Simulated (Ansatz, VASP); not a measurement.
## One calculation of KCl, two programs

File INCAR:

```
ALGO = Normal ; EDIFF = 1E-8
ENCUT = 520 ; GGA = PE
ISIF = 2 ; ISMEAR = -1
LASPH = T ; LCHARG = F
LEFG = T ; LREAL = F
LWAVE = F ; NBANDS = 15
NELM = 80 ; PREC = Accurate
SIGMA = 0.03
```

File KPOINTS:

```
k-points
0
Gamma
  7 7 7
```

Contents of POSCAR:

```
KCl
1.0
    0.0000000000      3.1561000000      3.1245390000
    3.1561000000      0.0000000000      3.1245390000
    3.1561000000      3.1561000000      0.0000000000
K Cl
1 1
Direct
    0.0000000000      0.0000000000      0.0000000000
    0.5000000000      0.5000000000      0.5000000000
```

Input for Ansatz:

```yaml
crystal:
  lattice:
    - [0.0, 3.1561, 3.124539]
    - [3.1561, 0.0, 3.124539]
    - [3.1561, 3.1561, 0.0]
  atoms:
    - { symbol: K, position: [0.0, 0.0, 0.0] }
    - { symbol: Cl, position: [0.5, 0.5, 0.5] }
kpoints:
  mp_grid: { grid: [7, 7, 7] }
scf:
  occupations: { method: fermi_dirac, width: 0.03 }
hamiltonian:
  xc: pbe
  pseudopotentials: { kind: all_electron, datasets: crystal }
output:
  forces: true
  stress: true
  eigenvalues: true
  efg: { contact_densities: true }
```

Change from the starting cell: zz strain of -1 %, crystal datasets.

Alike in both runs: task electric field gradients; functional PBE; k mesh 7 × 7 × 7; occupations fermi-dirac, width 0.03 eV; no spin polarisation.

|  | VASP | Ansatz |
| --- | --- | --- |
| version | VASP 6.6.1 | Ansatz 0.2.0 |
| potentials or method | VASP PAW PBE potentials, release 64 (K_sv, Cl), cutoff 520 eV | all-electron PAW with datasets made for the crystal, scalar-relativistic |

VASP gave:

| Quantity | Value |
| --- | --- |
| gap on the k mesh at the Fermi level (eV) | 5.19 |
| pressure (GPa) | 0.8 |
| traceless stress, the component that is largest in VASP (GPa) | 0.26 |
| size of Vzz on the site where it differs most (V/Å²) | 2.0 |

Estimate Ansatz's values.

gap on the k mesh at the Fermi level (eV): 5.19; pressure (GPa): 0.8; traceless stress, the component that is largest in VASP (GPa): 0.26; size of Vzz on the site where it differs most (V/Å²): 1.9.

Ansatz ran all-electron here, and VASP with PAW potentials.
